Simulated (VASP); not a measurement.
K: single point with PBE+D3(BJ)

K:

```
K
1.0
     0.00000    3.25976    3.25976
     3.25976    0.00000    3.25976
     3.25976    3.25976    0.00000
K
1
Cartesian
  0.0000 0.0000 0.0000
```

| Quantity | Value |
| --- | --- |
| Program | VASP 6.6.1 |
| Task | single point |
| Functional | PBE |
| Dispersion | D3(BJ) |
| Potentials or basis | VASP PAW PBE potentials, release 64 (K_sv) |
| Cutoff | 520 eV |
| k mesh | 12 × 12 × 12 |
| Occupations | gaussian, width 0.1 eV |
| Spin | no spin polarisation |

```yaml
Pressure: 0.0 GPa
Dispersion_energy_per_atom: -0.120 eV
```

Levels at points of the mesh, in eV from the Fermi level:
| k point | band 1 | band 2 | band 3 | band 4 | band 5 | band 6 | band 7 | band 8 | band 9 | band 10 |
| --- | --- | --- | --- | --- | --- | --- | --- | --- | --- | --- |
| (0.00, 0.00, 0.00) | -32.08 | -15.52 | -15.52 | -15.52 | -2.23 | 4.28 | 4.28 | 4.28 | 5.58 | 5.58 |
| (0.50, 0.00, 0.00) | -32.07 | -15.60 | -15.53 | -15.53 | 0.34 | 0.59 | 4.06 | 4.06 | 6.37 | 6.40 |
| (0.50, 0.50, 0.00) | -32.07 | -15.60 | -15.55 | -15.55 | 0.91 | 1.47 | 2.34 | 5.16 | 5.16 | 5.91 |

Run time: 20 s on 1 thread of Intel(R) Xeon(R) Platinum 8488C (Sapphire Rapids) (shared host), peak memory 0.22 GiB.

Caveat: pairwise dispersion overbinds metals, which lowers pressure and volume.
